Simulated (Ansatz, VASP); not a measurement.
**Hf2Pd2Se2Br2O3 in VASP and in Ansatz**

Contents of INCAR:

```
ALGO     = Normal         # electronic algorithm
EDIFF    = 1E-7           # SCF threshold, eV
ENCUT    = 520            # plane-wave cutoff, eV
GGA      = PS             # functional
ISIF     = 2              # what is computed and relaxed
ISMEAR   = -1             # smearing method
LASPH    = True           # aspherical terms in the spheres
LCHARG   = False          # write CHGCAR
LREAL    = False          # projectors in reciprocal space
LWAVE    = False          # write WAVECAR
NBANDS   = 53             # bands
NELM     = 100            # most SCF steps
PREC     = Accurate       # precision mode
SIGMA    = 0.05           # smearing width, eV
```

The input KPOINTS:

```
k-points
0
Gamma
  5 5 4
```

POSCAR

```
Hf2Pd2Se2Br2O3
1.0
    5.6066300000     -0.0934600000     -0.0140900000
    1.6139300000      5.3351200000      0.0025100000
    1.3691600000      1.9152900000      8.3154300000
Hf Pd Se Br O
2 2 2 2 3
Direct
    0.2331700000      0.6516100000      0.0228400000
    0.7668300000      0.3483900000      0.9771600000
    0.0000000000      0.5000000000      0.5000000000
    0.0000000000      0.0000000000      0.5000000000
    0.0241900000      0.3391700000      0.2533100000
    0.9758100000      0.6608300000      0.7466900000
    0.5000000000      0.5000000000      0.5000000000
    0.5000000000      0.0000000000      0.5000000000
    0.4479200000      0.3572400000      0.9210100000
    0.5520800000      0.6427600000      0.0789900000
    0.0000000000      0.0000000000      0.0000000000
```

Contents of input.yaml:

```yaml
crystal:
  lattice:
    - [5.60663, -0.09346, -0.01409]
    - [1.61393, 5.33512, 0.00251]
    - [1.36916, 1.91529, 8.31543]
  atoms:
    - { symbol: Hf, position: [0.23317, 0.65161, 0.02284] }
    - { symbol: Hf, position: [0.76683, 0.34839, 0.97716] }
    - { symbol: Pd, position: [0.0, 0.5, 0.5] }
    - { symbol: Pd, position: [0.0, 0.0, 0.5] }
    - { symbol: Se, position: [0.02419, 0.33917, 0.25331] }
    - { symbol: Se, position: [0.97581, 0.66083, 0.74669] }
    - { symbol: Br, position: [0.5, 0.5, 0.5] }
    - { symbol: Br, position: [0.5, 0.0, 0.5] }
    - { symbol: O, position: [0.44792, 0.35724, 0.92101] }
    - { symbol: O, position: [0.55208, 0.64276, 0.07899] }
    - { symbol: O, position: [0.0, 0.0, 0.0] }
hamiltonian:
  xc: pbesol
  pseudopotentials: { kind: paw }
kpoints:
  mp_grid: { grid: [5, 5, 4] }
  band_path:
    path:
      - [[0.0, 0.0, 0.5], [0.0, 0.0, 0.0], [0.5, 0.0, 0.0]]
      - [[0.5, 0.0, 0.5], [0.0, 0.0, 0.0], [0.0, 0.5, 0.0]]
      - [[0.0, 0.5, 0.5], [0.0, 0.0, 0.0], [0.5, 0.5, 0.0]]
      - [[0.5, 0.5, 0.5], [0.0, 0.0, 0.0]]
    npoints: 10
scf:
  occupations: { method: fermi_dirac, width: 0.05 }
  n_extra_bands: 27
output:
  forces: true
  stress: true
  eigenvalues: true
  fatbands: false
```

Alike in both runs: functional PBEsol; k mesh 5 × 5 × 4; occupations fermi-dirac, width 0.05 eV; no spin polarisation.

|  | VASP | Ansatz |
| --- | --- | --- |
| version | VASP 6.6.1 | Ansatz 0.2.0 |
| potentials or method | VASP PAW PBE potentials, release 64 (Hf_pv, Pd, Se, Br, O) | Ansatz PAW |
| plane-wave cutoff (eV) | 520 | 420 |
| valence electrons in the cell | 84 | 152 |
| task | single point | band structure |

|  | VASP | Ansatz | Ansatz less VASP |
| --- | --- | --- | --- |
| gap on the k mesh at the Fermi level (eV) | none | none | - |
| pressure (GPa) | -4.0 | -3.6 | +0.34 |
| traceless stress, the component that is largest in VASP (GPa) | -1.40 | -1.22 | +0.179 |
| rms of the force components (eV/Å) | 0.140 | 0.112 | -0.0288 |

VASP's potentials were made for PBE, not for PBEsol. Atom by atom the forces differ by 0.040 eV/Å (rms over components). A gap of «none» marks a metal or a gap that the smearing closes. VASP's potentials hold 84 valence electrons a cell and Ansatz's 152, so a difference there can come from the potentials and not from the codes.

Spin-orbit coupling is off throughout.
